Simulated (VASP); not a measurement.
# Br: relaxation of cell and atoms with PBEsol

Br:

```
Br
1.0
     3.19365    0.00000    0.00000
    -1.59682    2.76578    0.00000
     0.00000    0.00000    2.91873
Br
1
Cartesian
  0.0000 0.0000 0.0000
```

```json
{"Program": "VASP 6.6.1", "Task": "relaxation of cell and atoms", "Functional": "PBEsol", "Potentials or basis": "VASP PAW PBE potentials, release 64 (Br)", "Cutoff": "600 eV", "k mesh": "21 × 21 × 18", "Occupations": "gaussian, width 0.1 eV", "Spin": "no spin polarisation", "Dipole correction": "no", "Further INCAR settings": "ALGO = Normal; EDIFF = 1e-07; IBRION = 2; EDIFFG = -0.01; NSW = 100; ISIF = 3"}
```

```
Relaxed volume                         : 31.03 Å³/atom
Relaxed cell                           : a = 3.755 Å, b = 3.755 Å, c = 2.542 Å, α = 90.00°, β = 90.00°, γ = 120.00°
Space group after relaxing (to 0.05 Å) : P6/mmm (No. 191)
Energy gained by relaxing              : 311.0 meV/atom
Ionic steps                            : 14
Pressure after relaxing                : 0.0 GPa
```

The path:
| step | energy change (eV) | largest force (eV/Å) | pressure (GPa) | volume (Å³) |
| --- | --- | --- | --- | --- |
| 1 | 0.0000 | 0.0000 | -0.13 | 25.78 |
| 2 | -0.1363 | 0.0000 | 0.71 | 25.63 |
| 3 | -0.2354 | 0.0000 | 4.62 | 25.26 |
| 4 | -0.2335 | 0.0000 | 5.94 | 25.18 |
| 5 | -0.2634 | 0.0000 | 5.21 | 27.16 |
| 6 | -0.2633 | 0.0000 | 5.20 | 27.24 |
| 7 | -0.3082 | 0.0000 | -0.31 | 30.25 |
| 8 | -0.3087 | 0.0000 | 0.13 | 29.92 |
| 9 | -0.3087 | 0.0000 | 0.05 | 29.98 |
| 10 | -0.3098 | 0.0000 | 0.01 | 30.27 |
| 11 | -0.3110 | 0.0000 | -0.03 | 31.07 |
| 12 | -0.3110 | 0.0000 | -0.03 | 31.05 |
| 13 | -0.3110 | 0.0000 | 0.03 | 31.01 |
| 14 | -0.3110 | 0.0000 | 0.00 | 31.03 |

Final structure:
```
Br
1.0
     3.75478    0.00000    0.00000
    -1.87739    3.25174    0.00000
     0.00000    0.00000    2.54155
Br
1
Cartesian
  0.0000 0.0000 0.0000
```

Levels at points of the mesh, in eV from the Fermi level:
| k point | band 1 | band 2 | band 3 | band 4 | band 5 | band 6 | band 7 |
| --- | --- | --- | --- | --- | --- | --- | --- |
| (0.00, 0.00, 0.00) | -16.05 | -1.74 | -1.74 | 4.04 | 5.03 | 10.13 | 10.13 |
| (0.00, 0.00, 0.50) | -12.95 | -6.52 | 0.51 | 0.51 | 10.32 | 10.90 | 11.00 |

It took 11 min on 1 thread of Intel(R) Xeon(R) Platinum 8259CL CPU @ 2.50GHz (Skylake/Cascade Lake), on a shared host, peak memory 0.24 GiB.

Caveat: the volume moved by over 15 % at a fixed basis, so the end points are rough; the PAW data sets were made with another functional, which shifts forces and pressure a little; an odd number of electrons without spin polarisation forces a metal; a magnetic or distorted state may lie lower.
